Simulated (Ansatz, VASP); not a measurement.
One calculation of Sr2Ca, two programs

Contents of INCAR:

```
ALGO = Normal
EDIFF = 1E-7
ENCUT = 520
GGA = PE
ISIF = 2
ISMEAR = 0
LASPH = T
LCHARG = F
LREAL = F
LWAVE = F
NBANDS = 22
NELM = 60
PREC = Accurate
SIGMA = 0.1
```

File KPOINTS:

```
k-points
0
Gamma
  6 6 6
```

Contents of POSCAR:

```
Sr2Ca
1.0
    5.5561086320      0.0000000000      0.0000000000
   -2.7780543160      4.8117312216      0.0000000000
    0.0000000000      0.0000000000      3.5319657547
Sr Ca
2 1
Direct
    0.3333333333      0.6666666667      0.5000000000
    0.6666666667      0.3333333333      0.5000000000
    0.0000000000      0.0000000000      0.0000000000
```

Input for Ansatz:

```yaml
crystal:
  lattice:
    - [5.556108632, 0.0, 0.0]
    - [-2.778054316, 4.8117312216, 0.0]
    - [0.0, 0.0, 3.5319657547]
  atoms:
    - { symbol: Sr, position: [0.3333333333, 0.6666666667, 0.5] }
    - { symbol: Sr, position: [0.6666666667, 0.3333333333, 0.5] }
    - { symbol: Ca, position: [0.0, 0.0, 0.0] }
basis:
  ecutwfc: 420
kpoints:
  mp_grid: { grid: [6, 6, 6] }
hamiltonian:
  xc: pbe
scf:
  occupations: { method: gaussian, width: 0.1 }
  lower_state_search: "off"
output:
  forces: true
  stress: true
  eigenvalues: true
```

Alike in both runs: task single point; functional PBE; k mesh 6 × 6 × 6; occupations gaussian, width 0.1 eV; no spin polarisation.

|  | VASP | Ansatz |
| --- | --- | --- |
| version | VASP 6.6.1 | Ansatz 0.2.0 |
| potentials or method | VASP PAW PBE potentials, release 64 (Sr_sv, Ca_sv), cutoff 520 eV | scalar-relativistic, plane waves, PAW |
| valence electrons in the cell | 30 | 30 |

|  | VASP | Ansatz | Ansatz less VASP |
| --- | --- | --- | --- |
| gap on the k mesh at the Fermi level (eV) | none | none | - |
| pressure (GPa) | 12.8 | 12.7 | -0.08 |
| traceless stress, the component that is largest in VASP (GPa) | -3.56 | -3.53 | +0.023 |

A gap of «none» marks a metal or a gap that the smearing closes.
